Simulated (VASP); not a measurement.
Here is a VASP 6.6.1 calculation.

Contents of INCAR:

```
SYSTEM = InAs
PREC = Accurate ; ENCUT = 500
EDIFF = 1E-6 ; ISMEAR = 0
SIGMA = 0.05 ; LREAL = .False.
LASPH = .True. ; NELM = 120
ALGO = Normal ; ISIF = 2
LWAVE = .False. ; LCHARG = .False.
GGA = PE ; NBANDS = 16
GGA_COMPAT = .False.
```

KPOINTS

```
Automatic mesh
0
Gamma
  6 6 6
  0 0 0
```

POSCAR

```
InAs
1.0
    0.0000000000      3.0944407553      3.0944407553
    3.0944407553      0.0000000000      3.0944407553
    3.0944407553      3.0944407553      0.0000000000
In As
1 1
Direct
    0.0000000000      0.0000000000      0.0000000000
    0.2500000000      0.2500000000      0.2500000000
```

Potentials or basis: VASP PAW PBE potentials, release 64 (In_d, As).

Run with:

```console
$ cat potpaw_PBE.64/In_d/POTCAR potpaw_PBE.64/As/POTCAR > POTCAR
$ mpirun -np 1 vasp_std > vasp.out
```

Q: Predict the band gap on the k mesh.

A: Zero (filled and empty bands touch).

Q: Predict the pressure.

A: 0.0 GPa.

Caveat: semilocal functionals underestimate gaps, so a narrow gap can read as zero; spin-orbit coupling is left out, which moves the levels of the heavy elements.
